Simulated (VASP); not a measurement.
Write the native input for VASP 6.6.1 that does the following.

| Item | Value |
| --- | --- |
| Task | single point |
| Functional | r2SCAN |
| Potentials or basis | VASP PAW PBE potentials, release 64 (Pt, Mn_pv) |
| Cutoff | 550 eV |
| k mesh | 15 × 15 × 6 |
| Occupations | fermi-dirac, width 0.1 eV |
| Spin | collinear spin, ferromagnetic start |
| Starting moments | [0.0, 0.0, 4.0] μB |
| Dipole correction | no |
| Further INCAR settings | ALGO = Normal; EDIFF = 1e-06; NBANDS = 28 |

The system is MnPt2.

```
CELL_PARAMETERS angstrom
2.85840 0.00000 0.00000
-1.42920 2.47545 0.00000
0.00000 0.00000 6.53250
ATOMIC_POSITIONS crystal
Pt 0.66667 0.33333 0.31621
Pt 0.33333 0.66667 0.68379
Mn 0.00000 0.00000 0.00000
```

One way to write it, as run:

POSCAR

```
MnPt2
1.0
    2.8584044518      0.0000000000      0.0000000000
   -1.4292022259      2.4754508696      0.0000000000
    0.0000000000      0.0000000000      6.5325040000
Pt Mn
2 1
Direct
    0.6666666667      0.3333333333      0.3162060000
    0.3333333333      0.6666666667      0.6837940000
    0.0000000000      0.0000000000      0.0000000000
```

INCAR.step1

```
SYSTEM = MnPt2
ALGO     = Normal         ! electronic algorithm
EDIFF    = 1E-5           ! SCF threshold, eV
ENCUT    = 550            ! plane-wave cutoff, eV
GGA      = PE             ! functional
GGA_COMPAT= .FALSE.      
ISMEAR   = -1             ! smearing method
ISPIN    = 2              ! spin polarisation
LASPH    = .TRUE.         ! aspherical terms in the spheres
LCHARG   = .FALSE.        ! write CHGCAR
LMAXMIX  = 4              ! l up to which the mixer works
LREAL    = .FALSE.        ! projectors in reciprocal space
LWAVE    = .TRUE.         ! write WAVECAR
MAGMOM   = 0 0 4          ! initial moments
NBANDS   = 28             ! bands
NELM     = 200            ! most SCF steps
PREC     = Accurate       ! precision mode
SIGMA    = 0.1            ! smearing width, eV
```

INCAR.step2

```
SYSTEM = MnPt2
ALGO     = Normal         ! electronic algorithm
EDIFF    = 1E-6           ! SCF threshold, eV
ENCUT    = 550            ! plane-wave cutoff, eV
GGA_COMPAT= .FALSE.      
ISIF     = 2              ! what is computed and relaxed
ISMEAR   = -1             ! smearing method
ISPIN    = 2              ! spin polarisation
ISTART   = 1            
LASPH    = .TRUE.         ! aspherical terms in the spheres
LCHARG   = .TRUE.         ! write CHGCAR
LELF     = .TRUE.         ! ELF
LMAXMIX  = 4              ! l up to which the mixer works
LMIXTAU  = .TRUE.       
LORBIT   = 11             ! projections on sites
LREAL    = .FALSE.        ! projectors in reciprocal space
LVHAR    = .TRUE.       
LWAVE    = .FALSE.        ! write WAVECAR
MAGMOM   = 0 0 4          ! initial moments
METAGGA  = R2SCAN         ! meta-GGA
NBANDS   = 28             ! bands
NELM     = 200            ! most SCF steps
PREC     = Accurate       ! precision mode
SIGMA    = 0.1            ! smearing width, eV
```

KPOINTS

```
k-points
0
G
  15 15 6
  0 0 0
```

Potentials or basis: VASP PAW PBE potentials, release 64 (Pt, Mn_pv).

Command:

```bash
$ cat potpaw_PBE.64/Pt/POTCAR potpaw_PBE.64/Mn_pv/POTCAR > POTCAR
$ cp INCAR.step1 INCAR
$ mpirun -np 1 vasp_std > vasp.out
$ cp INCAR.step2 INCAR
$ mpirun -np 1 vasp_std > vasp.out
```

Results of the run:

```yaml
Pressure: -1.7 GPa
Largest_force: 0.050 eV/Å
Net_moment: 4.85 μB per cell
Site_moments: Pt +0.32; Mn +4.04 μB
Valence_electrons_inside_the_program's_atomic_spheres: Pt 9.25; Mn 11.54
```

Caveat: the PAW data sets were made with another functional, which shifts forces and pressure a little.

It took 17 min on 1 thread of AMD EPYC 9R45 96-Core Processor (Zen 5), on a shared host, peak memory 0.4 GiB.
